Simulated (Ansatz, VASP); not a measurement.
## MgS: VASP beside Ansatz

```
Mg S
1.0
     0.00000    2.53726    2.60152
     2.53726    0.00000    2.60152
     2.53726    2.53726    0.00000
Mg S
1 1
Direct
  0.00000 0.00000 0.00000
  0.50000 0.50000 0.50000
```

Change from the starting cell: biaxial_xy strain -2.5%.

Alike in both runs: task single point; functional HSE06; k mesh 6 × 6 × 6; no spin polarisation.

|  | VASP | Ansatz |
| --- | --- | --- |
| version | VASP 6.6.1 | Ansatz 0.2.0 |
| potentials or method | VASP PAW PBE potentials, release 64 (Mg, S) | plane waves, PAW |
| plane-wave cutoff (eV) | 520 | 420 |
| occupations | gaussian, width 0.01 eV | fixed |
| valence electrons in the cell | 8 | 16 |

|  | VASP | Ansatz | Ansatz less VASP |
| --- | --- | --- | --- |
| gap on the k mesh at the Fermi level (eV) | 3.75 | 3.80 | +0.052 |
| pressure (GPa) | 3.7 | 4.1 | +0.33 |
| traceless stress, the component that is largest in VASP (GPa) | -2.18 | -2.19 | -0.012 |

VASP's potentials hold 8 valence electrons a cell and Ansatz's 16, so a difference there can come from the potentials and not from the codes. Ansatz's warnings: stress exchange threshold loose, stress scf threshold loose.
